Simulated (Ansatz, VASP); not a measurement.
# One calculation of Ir, two programs

The input INCAR:

```
SYSTEM = Ir
ALGO = Normal ; EDIFF = 1E-6
EDIFFG = -0.01 ; ENCUT = 600
GGA = PE ; IBRION = 2
ISIF = 3 ; ISMEAR = -1
LASPH = .TRUE. ; LCHARG = .FALSE.
LREAL = .FALSE. ; LWAVE = .FALSE.
NELM = 100 ; NSW = 80
PREC = Accurate ; SIGMA = 0.1
```

File KPOINTS:

```
k-points
0
G
  5 5 5
  0 0 0
```

Contents of POSCAR:

```
Ir
1.0
    4.8373408790      0.0000000000      0.0000000000
    0.0000000000      4.8373408790      0.0000000000
    0.0000000000      0.0000000000      4.8373408790
Ir
8
Direct
    0.0000000000      0.0000000000      0.0000000000
    0.5000000000      0.5000000000      0.5000000000
    0.2500000000      0.0000000000      0.5000000000
    0.7500000000      0.0000000000      0.5000000000
    0.5000000000      0.2500000000      0.0000000000
    0.5000000000      0.7500000000      0.0000000000
    0.0000000000      0.5000000000      0.2500000000
    0.0000000000      0.5000000000      0.7500000000
```

Input for Ansatz:

```yaml
crystal:
  lattice:
    - [4.837340879, 0.0, 0.0]
    - [0.0, 4.837340879, 0.0]
    - [0.0, 0.0, 4.837340879]
  atoms:
    - { symbol: Ir, position: [0.0, 0.0, 0.0] }
    - { symbol: Ir, position: [0.5, 0.5, 0.5] }
    - { symbol: Ir, position: [0.25, 0.0, 0.5] }
    - { symbol: Ir, position: [0.75, 0.0, 0.5] }
    - { symbol: Ir, position: [0.5, 0.25, 0.0] }
    - { symbol: Ir, position: [0.5, 0.75, 0.0] }
    - { symbol: Ir, position: [0.0, 0.5, 0.25] }
    - { symbol: Ir, position: [0.0, 0.5, 0.75] }
hamiltonian:
  xc: pbe
  pseudopotentials:
    kind: paw
    azcp:
      Ir: "pseudopotentials/Ir.paw.azcp"
basis:
  ecutwfc: 420
  fft_grid_basis: typed
kpoints:
  mp_grid: { grid: [5, 5, 5], shift: [0, 0, 0] }
magnetization:
  spin_polarized: false
scf:
  occupations: { method: fermi_dirac, width: 0.1 }
relax:
  max_steps: 60
  f_tol: 0.01
  cell: {}
```

Alike in both runs: task relaxation of cell and atoms; functional PBE; k mesh 5 × 5 × 5; occupations fermi-dirac, width 0.1 eV; no spin polarisation.

```csv
,VASP,Ansatz
version,VASP 6.6.1,Ansatz 0.2.0
potentials or method,"VASP PAW PBE potentials, release 64 (Ir), cutoff 600 eV","plane waves (420 eV) with PAW, scalar-relativistic"
valence electrons in the cell,72,136
```

|  | VASP | Ansatz | Ansatz less VASP |
| --- | --- | --- | --- |
| relaxed volume (Å³/atom) | 15.14 | 15.12 | -0.022 |
| relaxed length of the cell vector where the two differ most in proportion (Å) | 4.948 | 4.946 | -0.0024 |

VASP's potentials hold 72 valence electrons a cell and Ansatz's 136, so a difference there can come from the potentials and not from the codes.

Neither program's run includes spin-orbit coupling.
